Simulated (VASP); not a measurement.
Here is a VASP 6.6.1 calculation.

POSCAR

```
Br
1.0
    3.5561454381     -2.1274589452      0.0000000000
    3.5561454381      2.1274589452      0.0000000000
    0.0000000000      0.0000000000      8.7699814076
Br
4
Direct
    0.8608174960      0.1391825040      0.1157818232
    0.6391825040      0.3608174960      0.6157818232
    0.1391825040      0.8608174960      0.8842181768
    0.3608174960      0.6391825040      0.3842181768
```

The input INCAR.step1:

```
SYSTEM = Br
  PREC = Accurate
  ENCUT = 520
  ISMEAR = -1
  SIGMA = 0.05
  LREAL = .False.
  LASPH = .True.
  NELM = 80
  NBANDS = 22
  GGA = PE
  ALGO = Normal
  EDIFF = 1E-4
  LWAVE = .True.
  LCHARG = .False.
```

File INCAR.step2:

```
SYSTEM = Br
  PREC = Accurate
  ENCUT = 520
  EDIFF = 1E-6
  ISMEAR = -1
  SIGMA = 0.05
  LREAL = .False.
  LASPH = .True.
  NELM = 80
  ALGO = Normal
  ISIF = 2
  LWAVE = .False.
  LCHARG = .False.
  METAGGA = R2SCAN
  LMIXTAU = .True.
  NBANDS = 22
  ISTART = 1
```

The input KPOINTS:

```
regular mesh
0
Gamma
  8 8 4
  0 0 0
```

Potentials or basis: VASP PAW PBE potentials, release 64 (Br).

Command:

```console
$ cat potpaw_PBE.64/Br/POTCAR > POTCAR
$ cp INCAR.step1 INCAR
$ mpirun -np 1 vasp_std > vasp.out
$ cp INCAR.step2 INCAR
$ mpirun -np 1 vasp_std > vasp.out
```

**Question.** What does it give for the band gap on the k mesh?

**Answer.** 1.67 eV.

**Question.** Predict the pressure.

**Answer.** -0.1 GPa.

Forces in eV/Å, atoms in the order of the input:
```
Br   0.000  0.002  0.002
Br   0.000 -0.002  0.002
Br   0.000 -0.002 -0.002
Br   0.000  0.002 -0.002
```

Caveat: the PAW data sets were made with another functional, which shifts forces and pressure a little. A k mesh can miss the band edges.
